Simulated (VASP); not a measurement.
# Pd (Fm-3m) in VASP: relaxation of cell and atoms with PBE

Aim: the relaxation of cell and atoms of Pd with PBE.

All numbers are computed with VASP 6.6.1; they aren't measurements. Logs are shortened: lines on timing, memory, paths and dates and some standing lists are left out, and cuts for length are marked.

**1. The cell of the first run**

The structure is cubic, space group Fm-3m (No. 225). The conventional cell has a = 3.938 Å, b = 3.938 Å, c = 3.938 Å, α = 90.00°, β = 90.00°, γ = 90.00°. Within 3.7 Å of Pd (site symmetry m-3m) lie 12 Pd at 2.78 Å.

The cell was built from a structure type or drawn by symmetry, and may not be a known phase.

**2. Relaxation of cell and atoms, PBE**

The input, INCAR:

```
SYSTEM = Pd
ALGO = Normal
EDIFF = 1E-6
EDIFFG = -0.01
ENCUT = 600
GGA = PE
IBRION = 2
ISIF = 3
ISMEAR = 0
LASPH = .True.
LCHARG = .False.
LREAL = .False.
LWAVE = .False.
NELM = 80
NSW = 100
PREC = Accurate
SIGMA = 0.1
```

The input, KPOINTS:

```
k-points
0
Gamma
  24 24 24
  0 0 0
```

The input, POSCAR:

```
Pd
1.0
    0.0000000000      1.9691284583      1.9691284583
    1.9691284583      0.0000000000      1.9691284583
    1.9691284583      1.9691284583      0.0000000000
Pd
1
Direct
    0.0000000000      0.0000000000      0.0000000000
```

Potentials or basis: VASP PAW PBE potentials, release 64 (Pd).

Started as:

```sh
> cat potpaw_PBE.64/Pd/POTCAR > POTCAR
> mpirun -np 1 vasp_std > vasp.out
```

OUTCAR:

```text
SYSTEM = Pd
   EDIFF = 1E-6
   EDIFFG = -0.01
   ENCUT = 600
   GGA = PE
   IBRION = 2
   ISIF = 3
   ISMEAR = 0
   LASPH = .True.
   LREAL = .False.
   NELM = 80
   NSW = 100
   PREC = Accurate

 ion  position               nearest neighbor table
   1  0.000  0.000  0.000-

  LATTYP: Found a face centered cubic cell.
 ALAT       =     3.9382569166

  Lattice vectors:

 A1 = (   0.0000000000,   1.9691284583,   1.9691284583)
 A2 = (   1.9691284583,   0.0000000000,   1.9691284583)
 A3 = (   1.9691284583,   1.9691284583,   0.0000000000)

Analysis of symmetry for initial positions (statically):
=====================================================================
 Subroutine PRICEL returns:
 Original cell was already a primitive cell.

 Routine SETGRP: Setting up the symmetry group for a
 face centered cubic supercell.

 Subroutine GETGRP returns: Found 48 space group operations
 (whereof 48 operations were pure point group operations)
 out of a pool of 48 trial point group operations.

The static configuration has the point symmetry O_h .

Analysis of symmetry for dynamics (positions and initial velocities):
=====================================================================
 Subroutine PRICEL returns:
 Original cell was already a primitive cell.

 Routine SETGRP: Setting up the symmetry group for a
 face centered cubic supercell.

 Subroutine GETGRP returns: Found 48 space group operations
 (whereof 48 operations were pure point group operations)
 out of a pool of 48 trial point group operations.

The dynamic configuration has the point symmetry O_h .

 Subroutine INISYM returns: Found 48 space group operations
 (whereof 48 operations are pure point group operations),
 and found     1 'primitive' translations

----------------------------------------------------------------------------------------

                                     Primitive cell

  volume of cell :      15.2705

  direct lattice vectors                    reciprocal lattice vectors
     0.000000000  1.969128458  1.969128458    -0.253919442  0.253919442  0.253919442
     1.969128458  0.000000000  1.969128458     0.253919442 -0.253919442  0.253919442
     1.969128458  1.969128458  0.000000000     0.253919442  0.253919442 -0.253919442

  length of vectors
     2.784768172  2.784768172  2.784768172     0.439801375  0.439801375  0.439801375

  position of ions in fractional coordinates (direct lattice)
     0.000000000  0.000000000  0.000000000

  ion indices of the primitive-cell ions
   primitive index   ion index
                 1           1

----------------------------------------------------------------------------------------

 KPOINTS: k-points

Automatic generation of k-mesh.
 Grid dimensions read from file:
 generate k-points for:   24   24   24

 Generating k-lattice:

  Cartesian coordinates                     Fractional coordinates (reciprocal lattice)
    -0.010579977  0.010579977  0.010579977     0.041666667  0.000000000  0.000000000
     0.010579977 -0.010579977  0.010579977     0.000000000  0.041666667  0.000000000
     0.010579977  0.010579977 -0.010579977     0.000000000  0.000000000  0.041666667

  Length of vectors
     0.018325057  0.018325057  0.018325057

  Shift w.r.t. Gamma in fractional coordinates (k-lattice)
     0.000000000  0.000000000  0.000000000

 Subroutine IBZKPT returns following result:
 ===========================================

 Found    413 irreducible k-points:

 Following reciprocal coordinates:
            Coordinates               Weight
  0.000000  0.000000  0.000000      1.000000
  0.041667  0.000000  0.000000      8.000000
  0.083333  0.000000  0.000000      8.000000
  0.125000  0.000000  0.000000      8.000000
  0.166667  0.000000  0.000000      8.000000
  0.208333  0.000000  0.000000      8.000000
[... 16 lines left out ...]
  0.416667  0.041667  0.000000     24.000000
  0.458333  0.041667  0.000000     24.000000
 [... further k-points ...]
   k-points           NKPTS =    413   k-points in BZ     NKDIM =    413   number of bands    NBANDS=      9
   number of dos      NEDOS =    301   number of ions     NIONS =      1
   total plane-waves  NPLWV =  13824
   dimension x,y,z NGX =    24 NGY =   24 NGZ =   24
   dimension x,y,z NGXF=    48 NGYF=   48 NGZF=   48
   ions per type =               1
   NGX,Y,Z   is equivalent  to a cutoff of  14.33, 14.33, 14.33 a.u.
   NGXF,Y,Z  is equivalent  to a cutoff of  28.66, 28.66, 28.66 a.u.
 SYSTEM =  Pd
   PREC   = accura    normal or accurate (medium, high low for compatibility)
   ISTART =      0    job   : 0-new  1-cont  2-samecut
   ICHARG =      2    charge: 1-file 2-atom 10-const
   ISPIN  =      1    spin polarized calculation?
   LNONCOLLINEAR =      F non collinear calculations
   LSORBIT =      F    spin-orbit coupling
   LASPH  =      T    aspherical Exc in radial PAW
   ENCUT  =  600.0 eV  44.10 Ry    6.64 a.u.   5.56  5.56  5.56*2*pi/ulx,y,z
   NELM   =     80;   NELMIN=  2; NELMDL= -5     # of ELM steps
   EDIFF  = 0.1E-05   stopping-criterion for ELM
   LREAL  =      F    real-space projection
   EDIFFG = -.1E-01   stopping-criterion for IOM
   NSW    =    100    number of steps for IOM
   IBRION =      2    ionic relax: 0-MD 1-quasi-New 2-CG
   NFREE  =      1    steps in history (QN), initial steepest desc. (CG)
   ISIF   =      3    stress and relaxation
   ISYM   =      2    0-nonsym 1-usesym 2-fastsym
   POTIM  = 0.5000    time-step for ionic-motion
   TEBEG  =    0.0;   TEEND  =   0.0 temperature during run
   PSTRESS=    0.0 pullay stress
   NELECT =      10.0000    total number of electrons
   NUPDOWN=      -1.0000    fix difference up-down
   EMIN   =  10.00;   EMAX   =-10.00  energy-range for DOS
   EFERMI =   0.00;   METHOD = LEGACY
   ISMEAR =     0;   SIGMA  =   0.10  broadening in eV -4-tet -1-fermi 0-gaus
   EFERMI_NEDOS =   21; number of points for ismear=-14 and -15
   IALGO  =     38    algorithm
   IMIX   =      4    mixing-type and parameters
     AMIX     =   0.40;   BMIX     =  1.00
     AMIX_MAG =   1.60;   BMIX_MAG =  1.00
  volume/ion in A,a.u.               =      15.27       103.05
  Fermi-wavevector in a.u.,A,eV,Ry     =   1.421644  2.686517 27.498340  2.021071
  Thomas-Fermi vector in A             =   2.542432
   LORBIT       =      0    0 simple, 1 ext, 2 COOP (PROOUT), +10 PAW based schemes
   GGA     = PE    functional components
   LHFCALC =     F    Hartree Fock is set to
   AEXX    =    0.0000 exact exchange contribution
   IVDW    =     0    specifies the selected vdW correction
   LEPSILON=     F    determine dielectric tensor
   LRPA    =     F    only Hartree local field effects (RPA)
 conjugate gradient relaxation of ions
 non-spin polarized calculation
 Gauss-broadening in eV      SIGMA  =   0.10
  energy-cutoff  :      600.00
  volume of cell :       15.27
 maximum number of plane-waves:       532
   NGX = 11   NGY = 11   NGZ = 11

--------------------------------------- Ionic step        1  -------------------------------------------

 number of electron      10.0000000 magnetization

 Free energy of the ion-electron system (eV)
  ---------------------------------------------------
  ext. energy  EPLUGINS =         0.00000000
  ---------------------------------------------------
  free energy    TOTEN  =        -5.22408598 eV

  energy without entropy =       -5.21189481  energy(sigma->0) =       -5.21799040

------------------------ aborting loop because EDIFF is reached ----------------------------------------

  FORCE on cell =-STRESS in cart. coord.  units (eV):
  Direction    XX          YY          ZZ          XY          YZ          ZX
  --------------------------------------------------------------------------------------
  -------------------------------------------------------------------------------------
  Total        0.0240951      0.0240951      0.0240951      0.0000000      0.0000000      0.0000000
  in kB        2.5280603      2.5280603      2.5280603      0.0000000      0.0000000      0.0000000
  external PRESSURE =       2.5280603 kB  Pullay stress =       0.0000000 kB
[... 55 lines left out ...]
  energy  without entropy=       -5.2118206483  energy(sigma->0) =       -5.21794437

--------------------------------------- Ionic step        3  -------------------------------------------

 number of electron      10.0000000 magnetization

 Free energy of the ion-electron system (eV)
  ---------------------------------------------------
  ext. energy  EPLUGINS =         0.00000000
  ---------------------------------------------------
  free energy    TOTEN  =        -5.22410236 eV

  energy without entropy =       -5.21188876  energy(sigma->0) =       -5.21799556

 E-fermi :   9.1885     XC(G=0): -12.9602

 val. band max:        9.1847582935   @ k =  -0.3333   0.3750   0.1667
 cond. band min:       9.1898338036   @ k =  -0.4583   0.2917   0.0000
 fundamental gap:      0.0050755101
 Fermi energy:         9.1884595249

 k-point     1 :       0.0000    0.0000    0.0000
  band No.  band energies     occupation
      1       2.3222      2.00000
      2       6.5090      2.00000
      3       6.5090      2.00000
      4       6.5090      2.00000
      5       8.0271      2.00000
      6       8.0271      2.00000
      7      26.3546      0.00000
      8      30.9267      0.00000
      9      30.9267      0.00000
[... 265 lines left out ...]
 k-point    24 :       0.4583    0.0417    0.0000
  band No.  band energies     occupation
      1       4.2281      2.00000
      2       6.4544      2.00000
      3       6.5316      2.00000
      4       8.6786      2.00000
      5       9.1342      1.55702
      6      10.1705      0.00000
      7      16.8945      0.00000
      8      25.8455      0.00000
      9      29.7605      0.00000

 [... further k-points ...]

------------------------ aborting loop because EDIFF is reached ----------------------------------------

  FORCE on cell =-STRESS in cart. coord.  units (eV):
  Direction    XX          YY          ZZ          XY          YZ          ZX
  --------------------------------------------------------------------------------------
  -------------------------------------------------------------------------------------
  Total        0.0012620      0.0012620      0.0012620      0.0000000      0.0000000     -0.0000000
  in kB        0.1322259      0.1322259      0.1322259      0.0000000      0.0000000     -0.0000000
  external PRESSURE =       0.1322259 kB  Pullay stress =       0.0000000 kB
[... 16 lines left out ...]
  FREE ENERGIE OF THE ION-ELECTRON SYSTEM (eV)
  ---------------------------------------------------
  free  energy   TOTEN  =        -5.2241023565 eV

  energy  without entropy=       -5.2118887622  energy(sigma->0) =       -5.21799556

 reached required accuracy - stopping structural energy minimisation
```

It took 35 s on 1 thread of Intel Xeon 6975P-C (Granite Rapids), shared host; peak memory 0.2 GiB.

Results:

```yaml
Free_energy: -5.2241 eV
Relaxed_volume: 15.29 Å³/atom
Relaxed_cell: a = 2.786 Å, b = 2.786 Å, c = 2.786 Å, α = 60.00°, β = 60.00°, γ = 60.00°
Space_group_after_relaxing_to_0.1_Å: Fm-3m (No. 225)
Energy_gained_by_relaxing: 0.0 meV/atom
Ionic_steps: 3
Pressure_after_relaxing: 0.0 GPa
Band_gap_on_the_k_mesh: zero (bands 5 and 6 overlap by 1.49 eV)
```

Final structure:
```
CELL_PARAMETERS angstrom
0.00000 1.97004 1.97004
1.97004 0.00000 1.97004
1.97004 1.97004 0.00000
ATOMIC_POSITIONS crystal
Pd 0.00000 0.00000 0.00000
```
